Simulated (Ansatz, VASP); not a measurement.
## Pt in VASP and in Ansatz

```xyz
1
Lattice="0.0000 1.9858 1.9858 1.9858 0.0000 1.9858 1.9858 1.9858 0.0000" Properties=species:S:1:pos:R:3 pbc="T T T"
Pt    0.0000    0.0000    0.0000
```

Alike in both runs: task single point; functional PBE; k mesh 14 × 14 × 14; occupations fermi-dirac, width 0.01 eV; no spin polarisation.

|  | VASP | Ansatz |
| --- | --- | --- |
| version | VASP 6.6.1 | Ansatz 0.2.0 |
| potentials or method | VASP PAW PBE potentials, release 64 (Pt), cutoff 520 eV | plane waves (420 eV) with PAW, scalar-relativistic |
| valence electrons in the cell | 10 | 18 |

|  | VASP | Ansatz | Ansatz less VASP |
| --- | --- | --- | --- |
| pressure (GPa) | -1.0 | -0.5 | +0.49 |

VASP's potentials hold 10 valence electrons a cell and Ansatz's 18, so a difference there can come from the potentials and not from the codes.

Spin-orbit coupling is off throughout.
